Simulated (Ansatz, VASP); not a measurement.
**One calculation of ZnS, two programs**

```
Zn S
1.0
     5.40930    0.00000    0.00000
     0.00000   -5.40930    0.00000
     0.00000    0.00000   -5.40930
Zn S
4 4
Cartesian
  0.0000 -2.7046 -2.7046
  2.7046 0.0000 -2.7046
  2.7046 -2.7046 0.0000
  0.0000 0.0000 0.0000
  4.0570 -3.8903 -4.0570
  1.3523 -1.3523 -4.0570
  1.3523 -4.0570 -1.3523
  4.0570 -1.3523 -1.3523
```

Alike in both runs: task single point; functional PBE; k mesh 6 × 6 × 6; occupations gaussian, width 0.05 eV; no spin polarisation.

|  | VASP | Ansatz |
| --- | --- | --- |
| version | VASP 6.6.1 | Ansatz 0.2.0 |
| potentials or method | VASP PAW PBE potentials, release 64 (Zn, S), cutoff 520 eV | scalar-relativistic, plane waves, PAW |
| valence electrons in the cell | 72 | 72 |

VASP gave:

```
gap on the k mesh at the Fermi level (eV)                     : 2.06
least direct gap on the mesh (eV)                             : 2.06
pressure (GPa)                                                : 1.8
traceless stress, the component that is largest in VASP (GPa) : 0.98
rms of the force components (eV/Å)                            : 0.356
```

Problem. Which values does Ansatz return?

Solution. gap on the k mesh at the Fermi level (eV): 2.05; least direct gap on the mesh (eV): 2.05; pressure (GPa): 1.6; traceless stress, the component that is largest in VASP (GPa): 0.97; rms of the force components (eV/Å): 0.353.

Atom by atom the forces differ by 0.003 eV/Å (rms over components).
